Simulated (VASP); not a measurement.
Crystal: Nb2PdSe4.

```
Nb Pd Se
1.0
     3.55000    0.00000    0.00000
    -1.77500    3.07439    0.00000
     0.00000    0.00000   13.98000
Nb Pd Se
2 1 4
Cartesian
  0.0000 0.0000 3.4950
  0.0000 0.0000 10.4850
  0.0000 0.0000 0.0000
  1.7750 1.0248 5.1726
  0.0000 2.0496 1.8174
  0.0000 2.0496 8.8074
  1.7750 1.0248 12.1626
```

| Item | Value |
| --- | --- |
| Program | VASP 6.6.1 |
| Task | relaxation of cell and atoms |
| Functional | PBE |
| Potentials or basis | VASP PAW PBE potentials, release 64 (Nb_sv, Pd, Se) |
| Cutoff | 600 eV |
| k mesh | 4 × 4 × 1 |
| Occupations | gaussian, width 0.15 eV |
| Spin | no spin polarisation |

At the start: pressure -2.5 GPa; volume 21.80 Å³/atom.

Problem. How do energy, volume and symmetry change on relaxing?

Solution. Over 7 steps the energy falls by 9.8 meV/atom and the volume is 21.19 Å³/atom (-2.8 %); space group P-3m1 (No. 164, to 0.05 Å).

Step by step:
```csv
step,energy change (eV),largest force (eV/Å),pressure (GPa),volume (Å³)
1,0.0000,0.4607,-2.54,152.58
2,0.0080,0.6166,3.40,145.08
3,-0.0390,0.2293,0.13,148.93
4,-0.0461,0.1420,0.05,148.92
5,-0.0564,0.3087,-0.12,148.89
6,-0.0614,0.2326,-0.09,148.75
7,-0.0689,0.0734,0.03,148.34
```

Final structure:
```yaml
crystal:
  lattice:
    - [3.57573, 0.00000, 0.00000]
    - [-1.78787, 3.09667, 0.00000]
    - [0.00000, 0.00000, 13.39686]
  atoms:
    - { symbol: Nb, position: [0.00000, 0.00000, 0.24864] }
    - { symbol: Nb, position: [0.00000, 0.00000, 0.75136] }
    - { symbol: Pd, position: [0.00000, 0.00000, 0.00000] }
    - { symbol: Se, position: [0.66667, 0.33333, 0.36985] }
    - { symbol: Se, position: [0.33333, 0.66667, 0.12561] }
    - { symbol: Se, position: [0.33333, 0.66667, 0.63015] }
    - { symbol: Se, position: [0.66667, 0.33333, 0.87439] }
```

Caveat: the k points lie up to 0.51 Å⁻¹ apart in the final cell; this functional lacks dispersion, which binds the layers, so the pressure and a relaxed spacing across them are unreliable; the relaxation stopped at a loose force limit of 0.08 eV/Å, so its end isn't a converged minimum.
